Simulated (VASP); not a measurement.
Write the native input for VASP 6.6.1 that does the following.

- Task: single point
- Functional: PBE
- Potentials or basis: VASP PAW PBE potentials, release 64 (Cd)
- Cutoff: 520 eV
- k mesh: 15 × 15 × 4
- Occupations: fermi-dirac, width 0.1 eV
- Spin: no spin polarisation
- Dipole correction: no
- Further INCAR settings: ALGO = Normal; EDIFF = 1e-06; NBANDS = 32

The structure of Cd lies in POSCAR:

```
Cd
1.0
    3.2482242768      0.0000000000      0.0000000000
   -1.6241121384      2.8130447409      0.0000000000
    0.0000000000      0.0000000000     10.3783003997
Cd
4
Direct
    0.0000000000      1.0000000000      0.0000000000
    0.0000000000      0.0000000000      0.5000000000
    0.3333333333      0.6666666667      0.2500000000
    0.6666666667      0.3333333333      0.7500000000
```

The input as run:

INCAR

```
  ALGO = Normal
  EDIFF = 1E-6
  ENCUT = 520
  GGA = PE
  ISIF = 2
  ISMEAR = -1
  LASPH = True
  LCHARG = True
  LELF = True
  LREAL = False
  LVHAR = True
  LWAVE = False
  NBANDS = 32
  NELM = 100
  PREC = Accurate
  SIGMA = 0.1
```

KPOINTS

```
k-points
0
Gamma
  15 15 4
```

Potentials or basis: VASP PAW PBE potentials, release 64 (Cd).

Run with:

```sh
$ cat potpaw_PBE.64/Cd/POTCAR > POTCAR
$ mpirun -np 1 vasp_std > vasp.out
```

It gave:

```
Pressure               : -1.2 GPa
Band gap on the k mesh : zero (bands 24 and 25 overlap by 2.44 eV)
```

It used 130 s of CPU time on 1 thread of Intel(R) Xeon(R) Platinum 8488C (Sapphire Rapids), with other jobs on the host.
